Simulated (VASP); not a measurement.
## Cs: single point with PBE

The system is Cs.

```xyz
1
Lattice="-3.2643 3.2643 3.1434 3.2643 -3.2643 3.1434 3.2643 3.2643 -3.1434" Properties=species:S:1:pos:R:3 pbc="T T T"
Cs    0.0000    0.0000    0.0000
```

This cell differs from its parent crystal: strain +0.080 along x and y, +0.040 along z.

```yaml
Program: VASP 6.6.1
Task: single point
Functional: PBE
Potentials_or_basis: VASP PAW PBE potentials, release 64 (Cs_sv)
Cutoff: 520 eV
k_mesh: 12 × 12 × 12
Occupations: gaussian, width 0.15 eV
Spin: no spin polarisation
```

| Item | Value |
| --- | --- |
| Pressure | -0.2 GPa |

Levels at points of the mesh, in eV from the Fermi level:
| k point | band 3 | band 4 | band 5 | band 6 | band 7 | band 8 |
| --- | --- | --- | --- | --- | --- | --- |
| (0.00, 0.00, 0.00) | -10.71 | -10.71 | -1.52 | 2.31 | 2.45 | 2.45 |
| (0.50, 0.00, 0.00) | -10.74 | -10.71 | 0.11 | 0.76 | 1.60 | 2.97 |
| (0.50, 0.50, 0.00) | -10.74 | -10.71 | 0.05 | 0.70 | 1.75 | 2.86 |
| (0.50, 0.50, 0.50) | -10.77 | -10.77 | 0.73 | 0.79 | 2.56 | 2.56 |

It took 3.8 min on 1 thread of Intel(R) Xeon(R) Platinum 8259CL CPU @ 2.50GHz (Skylake/Cascade Lake), with other jobs on the host, peak memory 0.39 GiB.

Caveat: the cell differs from its parent crystal (strain +0.080 along x and y, +0.040 along z); spin-orbit coupling is left out, which moves the levels of the heavy elements.
